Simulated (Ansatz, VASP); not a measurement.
**K: VASP beside Ansatz**

```
K
1.0
     0.00000    3.29095    3.29095
     3.29095    0.00000    3.29095
     3.29095    3.29095    0.00000
K
1
Direct
  0.00000 0.00000 0.00000
```

Alike in both runs: functional PBEsol; k mesh 18 × 18 × 18; occupations fermi-dirac, width 0.1 eV; no spin polarisation.

Ansatz relaxed the structure, and its values are those at the end. VASP's run is a single point on that final structure, the one shown.

|  | VASP | Ansatz |
| --- | --- | --- |
| version | VASP 6.6.1 | Ansatz 0.2.0 |
| potentials or method | VASP PAW PBE potentials, release 64 (K_sv) | PAW with Ansatz's default frozen-core files, scalar-relativistic |
| plane-wave cutoff (eV) | 520 | 420 |
| valence electrons in the cell | 9 | 9 |

|  | VASP | Ansatz | Ansatz less VASP |
| --- | --- | --- | --- |
| pressure (GPa) | 0.0 | 0.0 | +0.01 |

VASP's potentials were made for PBE, not for PBEsol. With one functional, cell and mesh, what is left measures potentials, basis and numerics.
